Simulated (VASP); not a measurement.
# F (C2/c) in VASP: notebook, part 2 of 2

VASP 6.6.1.

### 3 Single point, PBE

This run uses another cell than the first one, of 12.82 Å³/atom, 1.021 times its volume.

Contents of INCAR:

```
SYSTEM = F
PREC     = Accurate       ! precision mode
ENCUT    = 520            ! plane-wave cutoff, eV
EDIFF    = 1E-6           ! SCF threshold, eV
ISMEAR   = -1             ! smearing method
SIGMA    = 0.05           ! smearing width, eV
LREAL    = .FALSE.        ! projectors in reciprocal space
LASPH    = .TRUE.         ! aspherical terms in the spheres
NELM     = 80             ! most SCF steps
ALGO     = Normal         ! electronic algorithm
ISIF     = 2              ! what is computed and relaxed
LWAVE    = .FALSE.        ! write WAVECAR
LCHARG   = .FALSE.        ! write CHGCAR
GGA      = PE             ! functional
NBANDS   = 22             ! bands
```

Contents of KPOINTS:

```
regular mesh
0
G
  10 10 4
  0 0 0
```

Contents of POSCAR:

```
F
1.0
    2.5217732918     -1.5626188506      0.0000000000
    2.5217732918      1.5626188506      0.0000000000
   -0.5545135835      0.0000000000      6.5085397398
F
4
Direct
    0.9153359700      0.5958328800      0.0979555000
    0.4041671200      0.0846640300      0.4020445000
    0.0846640300      0.4041671200      0.9020445000
    0.5958328800      0.9153359700      0.5979555000
```

Potentials or basis: VASP PAW PBE potentials, release 64 (F).

Command:

```sh
cat potpaw_PBE.64/F/POTCAR > POTCAR
mpirun -np 1 vasp_std > vasp.out
```

OUTCAR:

```text
SYSTEM = F
   PREC = Accurate
   ENCUT = 520
   EDIFF = 1E-6
   ISMEAR = -1
   LREAL = .FALSE.
   LASPH = .TRUE.
   NELM = 80
   ISIF = 2
   GGA = PE

 ion  position               nearest neighbor table
   1  0.915  0.596  0.098-   3 1.40
   2  0.404  0.085  0.402-   4 1.40
   3  0.085  0.404  0.902-   1 1.40
   4  0.596  0.915  0.598-   2 1.40

  LATTYP: Found a base centered monoclinic cell.
 ALAT       =     5.0435465836
 B/A-ratio  =     0.6196508051
 C/A-ratio  =     1.2951439236
 COS(beta)  =    -0.0848903102

  Lattice vectors:

 A1 = (   2.5217732918,  -1.5626188506,   0.0000000000)
 A2 = (   2.5217732918,   1.5626188506,   0.0000000000)
 A3 = (  -0.5545135835,   0.0000000000,   6.5085397398)

Analysis of symmetry for initial positions (statically):
=====================================================================
 Subroutine PRICEL returns:
 Original cell was already a primitive cell.

 Routine SETGRP: Setting up the symmetry group for a
 base centered monoclinic supercell.

[... 165 lines left out ...]
  ---------------------------------------------------
  ext. energy  EPLUGINS =         0.00000000
  ---------------------------------------------------
  free energy    TOTEN  =        -7.12875175 eV

  energy without entropy =       -7.12875175  energy(sigma->0) =       -7.12875175

 E-fermi :  -2.6974     XC(G=0):  -8.6467

 val. band max:       -3.9422281602   @ k =   0.0000   0.0000   0.0000
 cond. band min:      -1.0753074256   @ k =   0.0000   0.0000   0.0000
 fundamental gap:      2.8669207347
 Fermi energy:        -2.6974090157

 k-point     1 :       0.0000    0.0000    0.0000
  band No.  band energies     occupation
      1     -29.4568      2.00000
      2     -29.2477      2.00000
      3     -22.9087      2.00000
      4     -22.2844      2.00000
      5     -11.0589      2.00000
      6      -9.8362      2.00000
[... 589 lines left out ...]
     21      14.7194      0.00000
     22      16.1926      0.00000

 [... further k-points ...]
[... 5 lines left out ...]
  --------------------------------------------------------------------------------------
  -------------------------------------------------------------------------------------
  Total        0.7828953      1.4506434      3.7271742      0.0000000      0.0000000     -0.1036947
  in kB       24.4535317     45.3104715    116.4173251      0.0000000      0.0000000     -3.2388776
  external PRESSURE =      62.0604428 kB  Pullay stress =       0.0000000 kB

 VOLUME and BASIS-vectors are now :
 -----------------------------------------------------------------------------
  energy-cutoff  :      520.00
  volume of cell :       51.29
      direct lattice vectors                 reciprocal lattice vectors
     2.521773292 -1.562618851  0.000000000     0.198273176 -0.319975661  0.016892448
     2.521773292  1.562618851  0.000000000     0.198273176  0.319975661  0.016892448
    -0.554513584  0.000000000  6.508539740     0.000000000  0.000000000  0.153644295

 POSITION                                       TOTAL-FORCE (eV/Angst)
 -----------------------------------------------------------------------------------
      3.75651     -0.49926      0.63755        -0.047110      0.503396      1.137699
      1.00978     -0.49926      2.61672         0.047110      0.503396     -1.137699
      0.73253      0.49926      5.87099         0.047110     -0.503396     -1.137699
      3.47925      0.49926      3.89182        -0.047110     -0.503396      1.137699
 -----------------------------------------------------------------------------------
    total drift:                                0.000000      0.000000     -0.000000

  FREE ENERGIE OF THE ION-ELECTRON SYSTEM (eV)
  ---------------------------------------------------
  free  energy   TOTEN  =        -7.1287517470 eV

  energy  without entropy=       -7.1287517470  energy(sigma->0) =       -7.12875175
```

OSZICAR:

```text
N       E                     dE             d eps       ncg     rms          rms(c)
DAV:   1     0.175122348116E+03    0.17512E+03   -0.16839E+04  5196   0.123E+03
DAV:   2    -0.105319696607E+01   -0.17618E+03   -0.17017E+03  6730   0.304E+02
DAV:   3    -0.872519504688E+01   -0.76720E+01   -0.76405E+01  6090   0.597E+01
DAV:   4    -0.876888878568E+01   -0.43694E-01   -0.43693E-01  5388   0.515E+00
DAV:   5    -0.876912298129E+01   -0.23420E-03   -0.23420E-03  6036   0.345E-01    0.112E+01
DAV:   6    -0.754375206548E+01    0.12254E+01   -0.46000E-01  5208   0.692E+00    0.630E+00
DAV:   7    -0.713102235434E+01    0.41273E+00   -0.60892E-01  5364   0.745E+00    0.729E-01
DAV:   8    -0.712853403019E+01    0.24883E-02   -0.71847E-02  5370   0.199E+00    0.117E-01
DAV:   9    -0.712868700401E+01   -0.15297E-03   -0.82073E-04  5826   0.224E-01    0.583E-02
DAV:  10    -0.712875020187E+01   -0.63198E-04   -0.78624E-05  5484   0.830E-02    0.175E-02
DAV:  11    -0.712875161919E+01   -0.14173E-05   -0.10630E-05  5706   0.312E-02    0.312E-03
DAV:  12    -0.712875174699E+01   -0.12780E-06   -0.55038E-07  3480   0.641E-03
   1 F= -.71287517E+01 E0= -.71287517E+01  d E =-.590657E-11
```

Run time: 63 s. Hardware: 1 thread of Intel Xeon Platinum 8375C at 2.90GHz (Ice Lake), shared host; peak memory 0.22 GiB.

What came out:

```
Free energy            : -7.1288 eV
Pressure               : 6.2 GPa
Largest force          : 1.245 eV/Å
Band gap on the k mesh : 2.87 eV, direct
```

Forces in eV/Å, atoms in the order of the input:
```
F   -0.047  0.503  1.138
F    0.047  0.503 -1.138
F    0.047 -0.503 -1.138
F   -0.047 -0.503  1.138
```

Levels at points of the mesh, in eV from the valence-band top:
| k point | band 11 | band 12 | band 13 | band 14 | band 15 | band 16 | band 17 | band 18 |
| --- | --- | --- | --- | --- | --- | --- | --- | --- |
| (0.00, 0.00, 0.00) | -0.53 | -0.19 | -0.06 | 0.00 | 2.87 | 4.07 | 9.99 | 12.42 |
| (0.50, 0.00, 0.00) | -0.68 | -0.62 | -0.18 | -0.14 | 3.61 | 3.63 | 14.89 | 14.94 |
| (0.50, 0.50, 0.00) | -1.07 | -0.69 | -0.33 | -0.18 | 3.19 | 3.97 | 15.03 | 15.90 |
| (0.00, 0.00, 0.50) | -0.39 | -0.39 | -0.03 | -0.03 | 3.45 | 3.45 | 10.91 | 10.91 |
| (0.50, 0.00, 0.50) | -0.58 | -0.52 | -0.16 | -0.05 | 3.52 | 3.58 | 15.09 | 15.30 |
| (0.50, 0.50, 0.50) | -0.66 | -0.66 | -0.48 | -0.48 | 3.58 | 3.58 | 15.40 | 15.40 |

Caveat: forces of over 1 eV/Å act on the atoms, so gaps and moduli don't describe the material at rest. As with any semilocal functional, this PBE gap is likely too small.

### 4 Single point, PBE

This run uses another cell than the first one, of 13.09 Å³/atom, 1.043 times its volume.

INCAR: that of step 3 with these lines changed.

```diff
@@ -8,3 +8,3 @@
 LASPH    = .TRUE.         ! aspherical terms in the spheres
-NELM     = 80             ! most SCF steps
+NELM     = 60             ! most SCF steps
 ALGO     = Normal         ! electronic algorithm
```

Contents of KPOINTS:

```
Automatic mesh
0
G
  10 10 4
  0 0 0
```

Contents of POSCAR:

```
F
1.0
    2.5391653813     -1.5733958729      0.0000000000
    2.5391653813      1.5733958729      0.0000000000
   -0.5583379359      0.0000000000      6.5534276392
F
4
Direct
    0.9153359700      0.5958328800      0.0979555000
    0.4041671200      0.0846640300      0.4020445000
    0.0846640300      0.4041671200      0.9020445000
    0.5958328800      0.9153359700      0.5979555000
```

Command:

```sh
cat potpaw_PBE.64/F/POTCAR > POTCAR
mpirun -np 1 vasp_std > vasp.out
```

It took 71 s on 1 thread of Intel Xeon Platinum 8375C at 2.90GHz (Ice Lake), shared host; peak memory 0.22 GiB.

Results (log left out):

```yaml
Free_energy: -7.1695 eV
Pressure: 4.7 GPa
Largest_force: 0.872 eV/Å
Band_gap_on_the_k_mesh: 2.77 eV, direct
```

Forces on the atoms (eV/Å):
```
F   -0.033  0.349  0.798
F    0.033  0.349 -0.798
F    0.033 -0.349 -0.798
F   -0.033 -0.349  0.798
```

Stress tensor (GPa, compression positive):
```
 2.14  0.00 -0.20
 0.00  3.59  0.00
-0.20  0.00  8.34
```

Levels at points of the mesh, in eV from the valence-band top:
```
           k point  band 12  band 13  band 14  band 15  band 16  band 17
(0.00, 0.00, 0.00)    -0.18    -0.06     0.00     2.77     3.94     9.94
(0.50, 0.00, 0.00)    -0.60    -0.17    -0.13     3.49     3.51    14.81
(0.50, 0.50, 0.00)    -0.67    -0.32    -0.18     3.08     3.84    14.95
(0.00, 0.00, 0.50)    -0.38    -0.03    -0.03     3.34     3.34    10.86
(0.50, 0.00, 0.50)    -0.50    -0.16    -0.05     3.40     3.47    15.03
(0.50, 0.50, 0.50)    -0.64    -0.46    -0.46     3.47     3.47    15.32
```

A k mesh can miss the band edges.

### 5 Single point, PBE

This run uses another cell than the first one, of 13.36 Å³/atom, 1.064 times its volume.

Contents of INCAR:

```
ALGO = Normal
EDIFF = 1E-6
ENCUT = 520
GGA = PE
ISIF = 2
ISMEAR = -1
LASPH = T
LCHARG = T
LELF = T
LREAL = F
LVHAR = T
LWAVE = F
NBANDS = 22
NELM = 60
PREC = Accurate
SIGMA = 0.05
```

Contents of KPOINTS:

```
k-points
0
Gamma
  10 10 4
```

Contents of POSCAR:

```
F
1.0
    2.5563224246     -1.5840272486      0.0000000000
    2.5563224246      1.5840272486      0.0000000000
   -0.5621106040      0.0000000000      6.5977088989
F
4
Direct
    0.9153359700      0.5958328800      0.0979555000
    0.4041671200      0.0846640300      0.4020445000
    0.0846640300      0.4041671200      0.9020445000
    0.5958328800      0.9153359700      0.5979555000
```

Command:

```sh
cat potpaw_PBE.64/F/POTCAR > POTCAR
mpirun -np 1 vasp_std > vasp.out
```

Wall time 59 s (1 thread of Intel Xeon Platinum 8375C at 2.90GHz (Ice Lake), shared host); peak memory 0.22 GiB.

It converged, with:

- Free energy: -7.2004 eV
- Pressure: 3.3 GPa
- Largest force: 0.524 eV/Å
- Band gap on the k mesh: 2.67 eV, direct

Forces on the atoms (eV/Å):
```
F   -0.020  0.206  0.482
F    0.020  0.206 -0.482
F    0.020 -0.206 -0.482
F   -0.020 -0.206  0.482
```

Stress tensor (GPa, compression positive):
```
 1.87  0.00 -0.09
 0.00  2.74  0.00
-0.09  0.00  5.35
```

Levels at points of the mesh, in eV from the valence-band top:
| k point | band 12 | band 13 | band 14 | band 15 | band 16 | band 17 |
| --- | --- | --- | --- | --- | --- | --- |
| (0.00, 0.00, 0.00) | -0.17 | -0.06 | 0.00 | 2.67 | 3.81 | 9.89 |
| (0.50, 0.00, 0.00) | -0.58 | -0.17 | -0.13 | 3.37 | 3.39 | 14.73 |
| (0.50, 0.50, 0.00) | -0.64 | -0.30 | -0.17 | 2.98 | 3.72 | 14.87 |
| (0.00, 0.00, 0.50) | -0.36 | -0.03 | -0.03 | 3.23 | 3.23 | 10.80 |
| (0.50, 0.00, 0.50) | -0.49 | -0.16 | -0.05 | 3.29 | 3.35 | 14.98 |
| (0.50, 0.50, 0.50) | -0.61 | -0.44 | -0.44 | 3.35 | 3.35 | 15.24 |

### 6 Overview

| cell | gap on the mesh (eV) | pressure (GPa) | largest force (eV/Å) |
| --- | --- | --- | --- |
| a = 2.946, b = 2.946, c = 6.486 Å, angles 94.1, 94.1, 63.6°, 4 atoms | 2.97 | 7.9 | 1.64 |
| a = 2.967, b = 2.967, c = 6.532 Å, angles 94.1, 94.1, 63.6°, 4 atoms | 2.87 | 6.2 | 1.24 |
| a = 2.987, b = 2.987, c = 6.577 Å, angles 94.1, 94.1, 63.6°, 4 atoms | 2.77 | 4.7 | 0.87 |
| a = 3.007, b = 3.007, c = 6.622 Å, angles 94.1, 94.1, 63.6°, 4 atoms | 2.67 | 3.3 | 0.52 |

Alike in all rows: task single point; level PBE; potentials or basis VASP PAW PBE potentials, release 64 (F); no spin polarisation; k mesh 10 × 10 × 4; cutoff (eV) 520; smearing fermi-dirac 0.05 eV.

Caveats: forces of over 1 eV/Å act on the atoms, so gaps and moduli don't describe the material at rest (some runs).

Total energies depend on the potentials used, so only differences within one code and one set of settings carry meaning.
